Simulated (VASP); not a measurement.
# SrO (P6_3mc) in VASP: single point with PBE

Aim: the single point of SrO with PBE.

Everything below comes from runs of VASP 6.6.1. Logs are shortened: lines on timing, memory, paths and dates and some standing lists are left out, and cuts for length are marked.

## 1. The cell of the first run

Symmetry: P6_3mc, No. 186, hexagonal system. The conventional cell has a = 4.275 Å, b = 4.275 Å, c = 5.156 Å, α = 90.00°, β = 90.00°, γ = 120.00°. Within 3.3 Å of Sr (site symmetry 3m) lie 5 O at 2.47 to 2.58 Å. Within 3.3 Å of O (site symmetry 3m) lie 5 Sr at 2.47 to 2.58 Å.

## 2. Single point, PBE

Input file INCAR:

```
PREC = Accurate
ENCUT = 520
EDIFF = 1E-7
ISMEAR = 0
SIGMA = 0.1
LREAL = Auto
LASPH = True
NELM = 100
ALGO = Normal
ISIF = 2
LWAVE = False
LCHARG = False
GGA = PE
ISYM = 0
NBANDS = 78
```

Input file KPOINTS:

```
Automatic mesh
0
Gamma
  2 2 2
  0.5 0.5 0.5
```

Input file POSCAR:

```
SrO
1.0
   -2.1377331328      3.7026623990      5.1555949900
   -2.1377331328      3.7026623990     -5.1555949900
   -6.4131993984     -3.7026623990      0.0000000000
Sr O
8 8
Direct
    0.9690638500      0.0309361500      0.3333333333
    0.4690638500      0.5309361500      0.3333333333
    0.7190638500      0.7809361500      0.8333333333
    0.2190638500      0.2809361500      0.8333333333
    0.4690638500      0.0309361500      0.1666666667
    0.9690638500      0.5309361500      0.1666666667
    0.2190638500      0.7809361500      0.6666666667
    0.7190638500      0.2809361500      0.6666666667
    0.7184361500      0.2815638500      0.3333333333
    0.2184361500      0.7815638500      0.3333333333
    0.4684361500      0.0315638500      0.8333333333
    0.9684361500      0.5315638500      0.8333333333
    0.7184361500      0.7815638500      0.1666666667
    0.2184361500      0.2815638500      0.1666666667
    0.4684361500      0.5315638500      0.6666666667
    0.9684361500      0.0315638500      0.6666666667
```

Potentials or basis: VASP PAW PBE potentials, release 64 (Sr_sv, O).

Launch:

```bash
$ cat potpaw_PBE.64/Sr_sv/POTCAR potpaw_PBE.64/O/POTCAR > POTCAR
$ mpirun -np 1 vasp_std > vasp.out
```

OUTCAR:

```text
PREC = Accurate
   ENCUT = 520
   EDIFF = 1E-7
   ISMEAR = 0
   LREAL = Auto
   LASPH = True
   NELM = 100
   ISIF = 2
   GGA = PE
   ISYM = 0

 ion  position               nearest neighbor table
   1  0.969  0.031  0.333-  14 2.47  13 2.47  16 2.47  10 2.57   9 2.58   6 3.57   5 3.57   6 3.57
                             5 3.57   8 3.57   7 3.57   4 4.28   3 4.28   2 4.28   2 4.28   4 4.28
   2  0.469  0.531  0.333-  13 2.47  14 2.47  15 2.47   9 2.57  10 2.58   6 3.57   5 3.57   5 3.57
                             6 3.57   8 3.57   7 3.57   3 4.28   4 4.28   1 4.28   1 4.28   4 4.28
   3  0.719  0.781  0.833-  16 2.47  15 2.47  13 2.47  12 2.57  11 2.58   8 3.57   7 3.57   8 3.57
                             7 3.57   6 3.57   5 3.57   1 4.28   4 4.28   2 4.28   4 4.28   2 4.28
   4  0.219  0.281  0.833-  15 2.47  16 2.47  14 2.47  11 2.57  12 2.58   8 3.57   7 3.57   7 3.57
                             8 3.57   6 3.57   5 3.57   2 4.28   3 4.28   1 4.28   3 4.28   2 4.28
   5  0.469  0.031  0.167-  10 2.47   9 2.47  11 2.47  13 2.57  14 2.58   2 3.57   1 3.57   2 3.57
                             1 3.57   4 3.57   3 3.57   8 4.28   7 4.28   6 4.28   6 4.28   8 4.28
   6  0.969  0.531  0.167-   9 2.47  10 2.47  12 2.47  14 2.57  13 2.58   1 3.57   2 3.57   2 3.57
                             1 3.57   4 3.57   3 3.57   7 4.28   8 4.28   5 4.28   5 4.28   8 4.28
   7  0.219  0.781  0.667-  12 2.47  11 2.47  10 2.47  15 2.57  16 2.58   4 3.57   3 3.57   4 3.57
                             3 3.57   2 3.57   1 3.57   5 4.28   8 4.28   6 4.28   8 4.28   6 4.28
   8  0.719  0.281  0.667-  11 2.47  12 2.47   9 2.47  16 2.57  15 2.58   3 3.57   4 3.57   4 3.57
                             3 3.57   2 3.57   1 3.57   6 4.28   7 4.28   5 4.28   7 4.28   6 4.28
   9  0.718  0.282  0.333-   6 2.47   5 2.47   8 2.47   2 2.57   1 2.58
  10  0.218  0.782  0.333-   5 2.47   6 2.47   7 2.47   1 2.57   2 2.58
  11  0.468  0.032  0.833-   8 2.47   7 2.47   5 2.47   4 2.57   3 2.58
  12  0.968  0.532  0.833-   7 2.47   8 2.47   6 2.47   3 2.57   4 2.58
  13  0.718  0.782  0.167-   2 2.47   1 2.47   3 2.47   5 2.57   6 2.58
  14  0.218  0.282  0.167-   1 2.47   2 2.47   4 2.47   6 2.57   5 2.58
  15  0.468  0.532  0.667-   4 2.47   3 2.47   2 2.47   7 2.57   8 2.58
  16  0.968  0.032  0.667-   3 2.47   4 2.47   1 2.47   8 2.57   7 2.58

IMPORTANT INFORMATION: All symmetrisations will be switched off!
NOSYMM: (Re-)initialisation of all symmetry stuff for point group C_1.

----------------------------------------------------------------------------------------

                                     Primitive cell

  volume of cell :     326.4648

  direct lattice vectors                    reciprocal lattice vectors
    -2.137733133  3.702662399  5.155594990    -0.058473155  0.101278475  0.096982017
    -2.137733133  3.702662399 -5.155594990    -0.058473155  0.101278475 -0.096982017
    -6.413199398 -3.702662399  0.000000000    -0.116946309 -0.067518983  0.000000000

  length of vectors
     6.697743761  6.697743761  7.405324798     0.151927453  0.151927453  0.135037966

  position of ions in fractional coordinates (direct lattice)
     0.969063850  0.030936150  0.333333333
     0.469063850  0.530936150  0.333333333
     0.719063850  0.780936150  0.833333333
     0.219063850  0.280936150  0.833333333
     0.469063850  0.030936150  0.166666667
     0.969063850  0.530936150  0.166666667
[... 8 lines left out ...]
     0.468436150  0.531563850  0.666666667
     0.968436150  0.031563850  0.666666667

  ion indices of the primitive-cell ions
   primitive index   ion index
                 1           1
                 2           2
                 3           3
                 4           4
                 5           5
                 6           6
[... 8 lines left out ...]
                15          15
                16          16

----------------------------------------------------------------------------------------

 KPOINTS: Automatic mesh

Automatic generation of k-mesh.
 Grid dimensions read from file:
 generate k-points for:    2    2    2

 Generating k-lattice:

  Cartesian coordinates                     Fractional coordinates (reciprocal lattice)
    -0.029236577  0.050639237  0.048491008     0.500000000  0.000000000  0.000000000
    -0.029236577  0.050639237 -0.048491008     0.000000000  0.500000000  0.000000000
    -0.058473155 -0.033759492  0.000000000     0.000000000  0.000000000  0.500000000

  Length of vectors
     0.075963726  0.075963726  0.067518983

  Shift w.r.t. Gamma in fractional coordinates (k-lattice)
     0.500000000  0.500000000  0.500000000

 Subroutine IBZKPT returns following result:
 ===========================================

 Found      4 irreducible k-points:

 Following reciprocal coordinates:
            Coordinates               Weight
  0.250000  0.250000  0.250000      2.000000
 -0.250000 -0.250000  0.250000      2.000000
 -0.250000  0.250000  0.250000      2.000000
  0.250000 -0.250000  0.250000      2.000000
   k-points           NKPTS =      4   k-points in BZ     NKDIM =      4   number of bands    NBANDS=     78
   number of dos      NEDOS =    301   number of ions     NIONS =     16
   total plane-waves  NPLWV = 140000
   dimension x,y,z NGX =    50 NGY =   50 NGZ =   56
   dimension x,y,z NGXF=   100 NGYF=  100 NGZF=  112
   ions per type =               8   8
   NGX,Y,Z   is equivalent  to a cutoff of  12.41, 12.41, 12.57 a.u.
   NGXF,Y,Z  is equivalent  to a cutoff of  24.82, 24.82, 25.14 a.u.
 SYSTEM =  unknown system
   PREC   = accura    normal or accurate (medium, high low for compatibility)
   ISTART =      0    job   : 0-new  1-cont  2-samecut
   ICHARG =      2    charge: 1-file 2-atom 10-const
   ISPIN  =      1    spin polarized calculation?
   LNONCOLLINEAR =      F non collinear calculations
   LSORBIT =      F    spin-orbit coupling
   LASPH  =      T    aspherical Exc in radial PAW
   ENCUT  =  520.0 eV  38.22 Ry    6.18 a.u.  12.45 12.45 13.77*2*pi/ulx,y,z
   NELM   =    100;   NELMIN=  2; NELMDL= -5     # of ELM steps
   EDIFF  = 0.1E-06   stopping-criterion for ELM
   LREAL  =      T    real-space projection
   EDIFFG = 0.1E-05   stopping-criterion for IOM
   NSW    =      0    number of steps for IOM
   IBRION =     -1    ionic relax: 0-MD 1-quasi-New 2-CG
   NFREE  =      0    steps in history (QN), initial steepest desc. (CG)
   ISIF   =      2    stress and relaxation
   ISYM   =      0    0-nonsym 1-usesym 2-fastsym
   POTIM  = 0.5000    time-step for ionic-motion
   TEBEG  =    0.0;   TEEND  =   0.0 temperature during run
   PSTRESS=    0.0 pullay stress
   NELECT =     128.0000    total number of electrons
   NUPDOWN=      -1.0000    fix difference up-down
   EMIN   =  10.00;   EMAX   =-10.00  energy-range for DOS
   EFERMI =   0.00;   METHOD = LEGACY
   ISMEAR =     0;   SIGMA  =   0.10  broadening in eV -4-tet -1-fermi 0-gaus
   EFERMI_NEDOS =   21; number of points for ismear=-14 and -15
   IALGO  =     38    algorithm
   IMIX   =      4    mixing-type and parameters
     AMIX     =   0.40;   BMIX     =  1.00
     AMIX_MAG =   1.60;   BMIX_MAG =  1.00
  volume/ion in A,a.u.               =      20.40       137.69
  Fermi-wavevector in a.u.,A,eV,Ry     =   1.198209  2.264287 19.533960  1.435706
  Thomas-Fermi vector in A             =   2.334104
   LORBIT       =      0    0 simple, 1 ext, 2 COOP (PROOUT), +10 PAW based schemes
   GGA     = PE    functional components
   LHFCALC =     F    Hartree Fock is set to
   AEXX    =    0.0000 exact exchange contribution
   IVDW    =     0    specifies the selected vdW correction
   LEPSILON=     F    determine dielectric tensor
   LRPA    =     F    only Hartree local field effects (RPA)
 non-spin polarized calculation
 Gauss-broadening in eV      SIGMA  =   0.10
  energy-cutoff  :      520.00
  volume of cell :      326.46
 maximum number of plane-waves:      8788
 NGX is ok and might be reduce to    50
   NGX = 25   NGY = 25   NGZ = 27

 number of electron     128.0000000 magnetization

 Free energy of the ion-electron system (eV)
  ---------------------------------------------------
  ext. energy  EPLUGINS =         0.00000000
  ---------------------------------------------------
  free energy    TOTEN  =       -95.60090959 eV

  energy without entropy =      -95.60090959  energy(sigma->0) =      -95.60090959

 E-fermi :   1.1550     XC(G=0):  -8.9398

 val. band max:        0.6143982115   @ k =   0.2500   0.2500   0.2500
 cond. band min:       4.3426866293   @ k =  -0.2500   0.2500   0.2500
 fundamental gap:      3.7282884177
 Fermi energy:         1.1550301927

 k-point     1 :       0.2500    0.2500    0.2500
  band No.  band energies     occupation
      1     -31.6281      2.00000
      2     -31.5854      2.00000
      3     -31.5655      2.00000
      4     -31.5655      2.00000
      5     -31.5563      2.00000
      6     -31.5563      2.00000
[... 68 lines left out ...]
     75       7.7042      0.00000
     76       7.9081      0.00000

 k-point     2 :      -0.2500   -0.2500    0.2500
  band No.  band energies     occupation
      1     -31.6281      2.00000
      2     -31.5854      2.00000
      3     -31.5655      2.00000
      4     -31.5655      2.00000
      5     -31.5563      2.00000
      6     -31.5563      2.00000
[... 68 lines left out ...]
     75       7.7042      0.00000
     76       7.9081      0.00000

 k-point     3 :      -0.2500    0.2500    0.2500
  band No.  band energies     occupation
      1     -31.6268      2.00000
      2     -31.5884      2.00000
      3     -31.5765      2.00000
      4     -31.5765      2.00000
      5     -31.5377      2.00000
      6     -31.5377      2.00000
[... 68 lines left out ...]
     75       7.0874      0.00000
     76       7.2669      0.00000

 k-point     4 :       0.2500   -0.2500    0.2500
  band No.  band energies     occupation
      1     -31.6268      2.00000
      2     -31.5884      2.00000
      3     -31.5765      2.00000
      4     -31.5765      2.00000
      5     -31.5377      2.00000
      6     -31.5377      2.00000
[... 68 lines left out ...]
     75       7.0874      0.00000
     76       7.2669      0.00000
 [bands above 76 left out]

------------------------ aborting loop because EDIFF is reached ----------------------------------------

  FORCE on cell =-STRESS in cart. coord.  units (eV):
  Direction    XX          YY          ZZ          XY          YZ          ZX
  --------------------------------------------------------------------------------------
  -------------------------------------------------------------------------------------
  Total        2.5603570      2.5847919      3.2448852     -0.0211596     -0.0000001      0.0000083
  in kB       12.5653540     12.6852718     15.9247833     -0.1038442     -0.0000004      0.0000409
  external PRESSURE =      13.7251364 kB  Pullay stress =       0.0000000 kB

 VOLUME and BASIS-vectors are now :
 -----------------------------------------------------------------------------
  energy-cutoff  :      520.00
  volume of cell :      326.46
      direct lattice vectors                 reciprocal lattice vectors
    -2.137733133  3.702662399  5.155594990    -0.058473155  0.101278475  0.096982017
    -2.137733133  3.702662399 -5.155594990    -0.058473155  0.101278475 -0.096982017
    -6.413199398 -3.702662399  0.000000000    -0.116946309 -0.067518983  0.000000000

 POSITION                                       TOTAL-FORCE (eV/Angst)
 -----------------------------------------------------------------------------------
     -4.27547      2.46844      4.83661        -0.000079     -0.000057     -0.015064
     -4.27547      2.46844     -0.31899        -0.000106     -0.000056     -0.015051
     -8.55093      2.46844     -0.31899        -0.001516     -0.000893     -0.014263
     -6.41320     -1.23422     -0.31899        -0.001529     -0.000851     -0.014293
     -2.13773      1.23422      2.25881         0.000082      0.000055     -0.015050
     -4.27547      4.93688      2.25881         0.000109      0.000060     -0.015062
[... 8 lines left out ...]
     -6.41320      1.23422     -0.32546         0.004766      0.002751      0.015195
     -6.41320      1.23422      4.83013         0.004760      0.002741      0.015196
 -----------------------------------------------------------------------------------
    total drift:                               -0.000012      0.000001      0.006558

  FREE ENERGIE OF THE ION-ELECTRON SYSTEM (eV)
  ---------------------------------------------------
  free  energy   TOTEN  =       -95.6009095881 eV

  energy  without entropy=      -95.6009095881  energy(sigma->0) =      -95.60090959
```

It took 4.1 min on 1 thread of Intel Xeon 6975P-C, shared host; peak memory 0.38 GiB.

What came out:

```yaml
Free_energy: -95.6009 eV
Pressure: 1.4 GPa
Largest_force: 0.016 eV/Å
Band_gap_on_the_k_mesh: 3.73 eV
```

Forces in eV/Å, atoms in the order of the input:
```
Sr   0.000  0.000 -0.015
Sr   0.000  0.000 -0.015
Sr  -0.002 -0.001 -0.014
Sr  -0.002 -0.001 -0.014
Sr   0.000  0.000 -0.015
Sr   0.000  0.000 -0.015
Sr   0.002  0.001 -0.014
Sr   0.002  0.001 -0.014
O   -0.002 -0.001  0.014
O   -0.002 -0.001  0.014
O   -0.005 -0.003  0.015
O   -0.005 -0.003  0.015
O    0.002  0.001  0.014
O    0.002  0.001  0.014
O    0.005  0.003  0.015
O    0.005  0.003  0.015
```
